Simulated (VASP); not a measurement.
C:

```
C
1.0
     2.10720    0.00000    0.00000
    -1.05360    1.82488    0.00000
     0.00000    0.00000    6.88210
C
4
Direct
  0.00000 0.00000 0.00000
  0.00000 0.00000 0.50000
  0.33333 0.66667 0.25000
  0.66667 0.33333 0.75000
```

* Program: VASP 6.6.1
* Task: relaxation of cell and atoms
* Functional: PBEsol
* Potentials or basis: VASP PAW PBE potentials, release 64 (C)
* Cutoff: 600 eV
* k mesh: 17 × 17 × 5
* Occupations: fermi-dirac, width 0.1 eV
* Spin: no spin polarisation

At the start: pressure 6.0 GPa; volume 6.62 Å³/atom.

Q: How do energy, volume and symmetry change on relaxing?

A: Over 19 steps the energy falls by 437.5 meV/atom and the volume is 6.63 Å³/atom (+0.3 %); space group P6_3/mmc (No. 194, to 0.1 Å) before and after.

Step by step:
| step | energy change (eV) | largest force (eV/Å) | pressure (GPa) | volume (Å³) |
| --- | --- | --- | --- | --- |
| 1 | 0.0000 | 0.0000 | 6.04 | 26.46 |
| 2 | -0.0287 | 0.0000 | -0.58 | 27.43 |
| 3 | -0.0303 | 0.0000 | -2.47 | 27.74 |
| 4 | -0.0642 | 0.0000 | -3.78 | 27.91 |
| 5 | -0.1378 | 0.0000 | -5.80 | 28.22 |
| 6 | -0.3797 | 0.0000 | -8.75 | 28.66 |
| 7 | -0.8983 | 0.0000 | -11.03 | 28.90 |
| 8 | -0.9247 | 0.0000 | 20.80 | 27.24 |
| 9 | -1.3469 | 0.0000 | -11.48 | 28.74 |
| 10 | -1.6878 | 0.0000 | -11.11 | 28.17 |
| 11 | -1.6764 | 0.0000 | -11.26 | 28.27 |
| 12 | -1.6941 | 0.0000 | -7.17 | 27.83 |
| 13 | -1.6984 | 0.0000 | -9.24 | 27.95 |
| 14 | -1.7241 | 0.0000 | -6.13 | 27.49 |
| 15 | -1.7460 | 0.0000 | 0.42 | 26.65 |
| 16 | -1.7463 | 0.0000 | 1.33 | 26.54 |
| 17 | -1.7494 | 0.0000 | 0.44 | 26.54 |
| 18 | -1.7500 | 0.0000 | -0.11 | 26.54 |
| 19 | -1.7500 | 0.0000 | -0.13 | 26.54 |

Final structure:
```
C
1.0
     1.70507    0.00000    0.00000
    -0.85254    1.47664    0.00000
     0.00000    0.00000   10.54001
C
4
Direct
  0.00000 0.00000 0.00000
  0.00000 0.00000 0.50000
  0.33333 0.66667 0.25000
  0.66667 0.33333 0.75000
```

Caveat: a cell axis changed by over 15 % at a fixed basis, so the end point is rough; the PAW data sets were made with another functional, which shifts forces and pressure a little.
